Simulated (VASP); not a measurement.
The system is Ru.

```
Ru
1.0
     2.70580    0.00000    0.00000
    -1.35290    2.34329    0.00000
     0.00000    0.00000    4.28190
Ru
2
Direct
  0.33333 0.66667 0.25000
  0.66667 0.33333 0.75000
```

```yaml
Program: VASP 6.6.1
Task: relaxation of cell and atoms
Functional: PBEsol
Potentials_or_basis: VASP PAW PBE potentials, release 64 (Ru_pv)
Cutoff: 600 eV
k_mesh: 9 × 9 × 5
Occupations: gaussian, width 0.1 eV
Spin: no spin polarisation
```

At the start: pressure -6.6 GPa; volume 13.57 Å³/atom.

Task: Where does the relaxation end?

Result: Over 5 steps the energy falls by 5.6 meV/atom and the volume is 13.31 Å³/atom (-2.0 %); space group P6_3/mmc (No. 194, to 0.1 Å) before and after.

The path:
```tsv
step	energy change (eV)	largest force (eV/Å)	pressure (GPa)	volume (Å³)
1	0.0000	0.0000	-6.59	27.15
2	0.1087	0.0000	25.44	25.01
3	-0.0112	0.0000	-0.27	26.63
4	-0.0112	0.0000	0.08	26.61
5	-0.0112	0.0000	0.08	26.61
```

Final structure:
```yaml
crystal:
  lattice:
    - [2.68673, 0.00000, 0.00000]
    - [-1.34336, 2.32677, 0.00000]
    - [0.00000, 0.00000, 4.25682]
  atoms:
    - { symbol: Ru, position: [0.33333, 0.66667, 0.25000] }
    - { symbol: Ru, position: [0.66667, 0.33333, 0.75000] }
```

Caveat: the PAW data sets were made with another functional, which shifts forces and pressure a little.
